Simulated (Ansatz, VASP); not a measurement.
## Li4NbO4 in VASP and in Ansatz

INCAR

```
PREC = Accurate
ENCUT = 520
EDIFF = 1E-7
ISMEAR = 0
SIGMA = 0.05
LREAL = False
LASPH = True
NELM = 60
ALGO = Normal
ISIF = 2
LWAVE = False
LCHARG = False
GGA = PS
NBANDS = 34
```

KPOINTS

```
regular mesh
0
Gamma
  10 10 10
```

The input POSCAR:

```
Li4NbO4
1.0
   -3.8119495391      3.8119495391      1.6301049253
    3.8119495391     -3.8119495391      1.6301049253
    3.8119495391      3.8119495391     -1.6301049253
Li Nb O
4 1 4
Direct
    0.3341549847      0.1042055979      0.4383605826
    0.8426719780      0.3341549847      0.1768269627
    0.1573280220      0.6658450153      0.8231730373
    0.6658450153      0.8426719780      0.5085169933
    0.0000000000      0.0000000000      0.0000000000
    0.7589255465      0.0797104317      0.8386359782
    0.9202895683      0.7589255465      0.6792151148
    0.0797104317      0.2410744535      0.3207848852
    0.2410744535      0.9202895683      0.1613640218
```

Input for Ansatz:

```yaml
crystal:
  lattice:
    - [-3.8119495391, 3.8119495391, 1.6301049253]
    - [3.8119495391, -3.8119495391, 1.6301049253]
    - [3.8119495391, 3.8119495391, -1.6301049253]
  atoms:
    - { symbol: Li, position: [0.3341549847, 0.1042055979, 0.4383605826] }
    - { symbol: Li, position: [0.842671978, 0.3341549847, 0.1768269627] }
    - { symbol: Li, position: [0.157328022, 0.6658450153, 0.8231730373] }
    - { symbol: Li, position: [0.6658450153, 0.842671978, 0.5085169933] }
    - { symbol: Nb, position: [0.0, 0.0, 0.0] }
    - { symbol: O, position: [0.7589255465, 0.0797104317, 0.8386359782] }
    - { symbol: O, position: [0.9202895683, 0.7589255465, 0.6792151148] }
    - { symbol: O, position: [0.0797104317, 0.2410744535, 0.3207848852] }
    - { symbol: O, position: [0.2410744535, 0.9202895683, 0.1613640218] }
basis:
  ecutwfc: 420
kpoints:
  mp_grid: { grid: [10, 10, 10] }
hamiltonian:
  xc: pbesol
  pseudopotentials: { kind: paw, azcp: { folder: soft_1 } }
scf:
  occupations: { method: gaussian, width: 0.05 }
output:
  forces: true
  stress: true
  eigenvalues: true
```

Alike in both runs: task single point; functional PBEsol; k mesh 10 × 10 × 10; occupations gaussian, width 0.05 eV; no spin polarisation.

|  | VASP | Ansatz |
| --- | --- | --- |
| version | VASP 6.6.1 | Ansatz 0.2.0 |
| potentials or method | VASP PAW PBE potentials, release 64 (Li_sv, Nb_sv, O), cutoff 520 eV | scalar-relativistic, plane waves, PAW |
| valence electrons in the cell | 49 | 49 |

```csv
,VASP,Ansatz,Ansatz less VASP
rms of the force components (eV/Å),0.997,0.959,-0.0379
```

VASP's potentials were made for PBE, not for PBEsol, and Ansatz warns of the same on its side. Atom by atom the forces differ by 0.043 eV/Å (rms over components). The functional is the same, so the differences come from potentials, cutoffs and numerics.

Noted on VASP's run: the cutoff is under 1.25 times that of the potentials, so the pressure is a little rough.
